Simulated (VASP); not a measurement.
# KTaO3 (P4/mmm) in VASP: further runs, part 2 of 2

VASP 6.6.1. The steps go on from the part before.

## (4) Single point, PBEsol

This run uses another cell than the first one, of the same volume but with other edges.

Contents of INCAR:

```
PREC = Accurate ; ENCUT = 520
EDIFF = 1E-7 ; ISMEAR = 0
SIGMA = 0.05 ; LREAL = F
LASPH = T ; NELM = 80
ALGO = Normal ; ISIF = 2
LWAVE = F ; LCHARG = F
GGA = PS ; NBANDS = 27
```

Contents of KPOINTS:

```
Automatic mesh
0
Gamma
  8 8 8
```

Contents of POSCAR:

```
KTaO3
1.0
    3.6543210625      0.0000000000      0.0000000000
    0.0000000000      3.6543210625      0.0000000000
    0.0000000000      0.0000000000      4.7506173812
K Ta O
1 1 3
Direct
    0.5000000000      0.5000000000      0.5000000000
    0.0000000000      0.0000000000      0.0000000000
    0.5000000000      0.0000000000      0.0000000000
    0.0000000000      0.5000000000      0.0000000000
    0.0000000000      0.0000000000      0.5000000000
```

Potentials or basis: VASP PAW PBE potentials, release 64 (K_sv, Ta_pv, O).

Command:

```
$ cat potpaw_PBE.64/K_sv/POTCAR potpaw_PBE.64/Ta_pv/POTCAR potpaw_PBE.64/O/POTCAR > POTCAR
$ mpirun -np 1 vasp_std > vasp.out
```

OUTCAR:

```text
PREC = Accurate
   ENCUT = 520
   EDIFF = 1E-7
   ISMEAR = 0
   LREAL = F
   LASPH = T
   NELM = 80
   ISIF = 2
   GGA = PS

 ion  position               nearest neighbor table
   1  0.500  0.500  0.500-   5 2.58   5 2.58   5 2.58   5 2.58   2 3.51   2 3.51   2 3.51   2 3.51
                             2 3.51   2 3.51   2 3.51   2 3.51
   2  0.000  0.000  0.000-   3 1.83   4 1.83   4 1.83   3 1.83   5 2.38   5 2.38   1 3.51   1 3.51
                             1 3.51   1 3.51   1 3.51   1 3.51   1 3.51   1 3.51
   3  0.500  0.000  0.000-   2 1.83   2 1.83
   4  0.000  0.500  0.000-   2 1.83   2 1.83
   5  0.000  0.000  0.500-   2 2.38   2 2.38   1 2.58   1 2.58   1 2.58   1 2.58

  LATTYP: Found a simple tetragonal cell.
 ALAT       =     3.6543210625
 C/A-ratio  =     1.3000000000

  Lattice vectors:

 A1 = (   3.6543210625,   0.0000000000,   0.0000000000)
 A2 = (   0.0000000000,   3.6543210625,   0.0000000000)
 A3 = (   0.0000000000,   0.0000000000,   4.7506173812)

Analysis of symmetry for initial positions (statically):
=====================================================================
[... 180 lines left out ...]

 val. band max:        2.1673899774   @ k =   0.5000   0.5000   0.5000
 cond. band min:       3.6253171630   @ k =   0.0000   0.0000   0.0000
 fundamental gap:      1.4579271857
 Fermi energy:         2.4844065683

 k-point     1 :       0.0000    0.0000    0.0000
  band No.  band energies     occupation
      1     -32.5979      2.00000
      2     -32.5979      2.00000
      3     -32.2821      2.00000
      4     -25.1373      2.00000
      5     -17.1470      2.00000
      6     -16.6037      2.00000
[... 709 lines left out ...]
     26      12.2845      0.00000
     27      12.3934      0.00000

 [... further k-points ...]

------------------------ aborting loop because EDIFF is reached ----------------------------------------

  FORCE on cell =-STRESS in cart. coord.  units (eV):
  Direction    XX          YY          ZZ          XY          YZ          ZX
  --------------------------------------------------------------------------------------
  -------------------------------------------------------------------------------------
  Total       21.0141089     21.0141089    -11.9622819      0.0000000      0.0000000     -0.0000000
  in kB      530.7110190    530.7110190   -302.1072576      0.0000000      0.0000000     -0.0000000
  external PRESSURE =     253.1049268 kB  Pullay stress =       0.0000000 kB

 VOLUME and BASIS-vectors are now :
 -----------------------------------------------------------------------------
  energy-cutoff  :      520.00
  volume of cell :       63.44
      direct lattice vectors                 reciprocal lattice vectors
     3.654321063  0.000000000  0.000000000     0.273648643  0.000000000  0.000000000
     0.000000000  3.654321063  0.000000000     0.000000000  0.273648643  0.000000000
     0.000000000  0.000000000  4.750617381     0.000000000  0.000000000  0.210498956

 POSITION                                       TOTAL-FORCE (eV/Angst)
 -----------------------------------------------------------------------------------
      1.82716      1.82716      2.37531         0.000000      0.000000      0.000000
      0.00000      0.00000      0.00000         0.000000      0.000000      0.000000
      1.82716      0.00000      0.00000         0.000000      0.000000      0.000000
      0.00000      1.82716      0.00000         0.000000      0.000000      0.000000
      0.00000      0.00000      2.37531         0.000000      0.000000      0.000000
 -----------------------------------------------------------------------------------
    total drift:                                0.000000      0.000000     -0.000000

  FREE ENERGIE OF THE ION-ELECTRON SYSTEM (eV)
  ---------------------------------------------------
  free  energy   TOTEN  =       -39.9519974682 eV

  energy  without entropy=      -39.9519974682  energy(sigma->0) =      -39.95199747
```

stdout:

```text
POSCAR found type information on POSCAR K TaO
 POSCAR found :  3 types and       5 ions
 scaLAPACK will be used
 -----------------------------------------------------------------------------
|                                                                             |
|                                                                             |
|     You enforced a specific xc type in the INCAR file but a different       |
|     I HOPE YOU KNOW WHAT YOU ARE DOING!                                     |
|                                                                             |
 -----------------------------------------------------------------------------

 LDA part: xc-table for (Slater+PW92), standard interpolation
 POSCAR, INCAR and KPOINTS ok, starting setup
 FFT: planning ... GRIDC
 FFT: planning ... GRID_SOFT
 FFT: planning ... GRID
 WAVECAR not read
 entering main loop
```

Wall time 68 s (1 thread of Intel Xeon Platinum 8488C (Sapphire Rapids), shared host); peak memory 0.26 GiB.

Results:

* Free energy: -39.9520 eV
* Pressure: 25.3 GPa
* Band gap on the k mesh: 1.46 eV (least direct gap 1.53 eV)

Stress tensor (GPa, compression positive):
```
 53.07   0.00   0.00
  0.00  53.07   0.00
  0.00   0.00 -30.21
```

Caveat: the stress differs along the axes, from -30 to 53 GPa; the PAW data sets were made with another functional, which shifts forces and pressure a little; spin-orbit coupling is left out, which moves the levels of the heavy elements. A k mesh can miss the band edges.

## (5) Single point, PBEsol

This run uses another cell than the first one, of the same volume but with other edges.

Contents of INCAR:

```
  ALGO = Normal
  EDIFF = 1E-6
  ENCUT = 520
  GGA = PS
  ISIF = 2
  ISMEAR = 0
  LASPH = T
  LCHARG = F
  LREAL = F
  LWAVE = F
  NBANDS = 27
  NELM = 80
  PREC = Accurate
  SIGMA = 0.05
```

Contents of KPOINTS:

```
k-points
0
Gamma
  8 8 8
```

POSCAR: that of step 4 with these lines changed.

```diff
@@ -2,5 +2,5 @@
 1.0
-    3.6543210625      0.0000000000      0.0000000000
-    0.0000000000      3.6543210625      0.0000000000
-    0.0000000000      0.0000000000      4.7506173812
+    4.1007051413      0.0000000000      0.0000000000
+    0.0000000000      4.1007051413      0.0000000000
+    0.0000000000      0.0000000000      3.7726487300
 K Ta O
```

Command:

```
$ cat potpaw_PBE.64/K_sv/POTCAR potpaw_PBE.64/Ta_pv/POTCAR potpaw_PBE.64/O/POTCAR > POTCAR
$ mpirun -np 1 vasp_std > vasp.out
```

Run time: 69 s. Hardware: 1 thread of Intel Xeon Platinum 8488C (Sapphire Rapids), shared host; peak memory 0.25 GiB.

Results (log left out):

- Free energy: -42.5416 eV
- Pressure: 3.1 GPa
- Band gap on the k mesh: 1.93 eV (least direct gap 2.49 eV)

Stress tensor (GPa, compression positive):
```
-8.92  0.00  0.00
 0.00 -8.92  0.00
 0.00  0.00 27.18
```

Levels at points of the mesh, in eV from the valence-band top:
| k point | band 17 | band 18 | band 19 | band 20 | band 21 | band 22 |
| --- | --- | --- | --- | --- | --- | --- |
| (0.00, 0.00, 0.00) | -0.64 | -0.64 | -0.57 | 1.93 | 2.06 | 2.06 |
| (0.50, 0.00, 0.00) | -1.56 | -1.04 | -0.79 | 2.18 | 4.56 | 4.57 |
| (0.50, 0.50, 0.00) | -2.12 | -1.63 | -0.07 | 4.60 | 4.60 | 5.74 |
| (0.00, 0.00, 0.50) | -1.49 | -0.83 | -0.83 | 2.18 | 5.71 | 5.71 |
| (0.50, 0.00, 0.50) | -1.29 | -1.22 | -0.17 | 4.64 | 5.72 | 6.65 |
| (0.50, 0.50, 0.50) | -0.09 | -0.09 | 0.00 | 5.92 | 6.76 | 6.76 |

Caveat: the stress differs along the axes, from -9 to 27 GPa; the PAW data sets were made with another functional, which shifts forces and pressure a little; spin-orbit coupling is left out, which moves the levels of the heavy elements.

## (6) Summary

```csv
cell,gap on the mesh (eV),pressure (GPa)
"a = 3.753, b = 3.753, c = 4.504 Å, 5 atoms",1.74,12.6
"a = 4.333, b = 4.333, c = 3.379 Å, 5 atoms",1.56,27.4
"a = 3.654, b = 3.654, c = 4.751 Å, 5 atoms",1.46,25.3
"a = 4.101, b = 4.101, c = 3.773 Å, 5 atoms",1.93,3.1
```

Alike in all rows: task single point; level PBEsol; potentials or basis VASP PAW PBE potentials, release 64 (K_sv, Ta_pv, O); no spin polarisation; k mesh 8 × 8 × 8; cutoff (eV) 520; smearing gaussian 0.05 eV.

Caveats: the PAW data sets were made with another functional, which shifts forces and pressure a little; spin-orbit coupling is left out, which moves the levels of the heavy elements; the stress differs along the axes, from -27 to 32 GPa (at least some runs); the stress differs along the axes, from -22 to 126 GPa (at least some runs); the stress differs along the axes, from -30 to 53 GPa (at least some runs); the stress differs along the axes, from -9 to 27 GPa (at least some runs).

Total energies depend on the potentials used, so only differences within one code and one set of settings carry meaning.
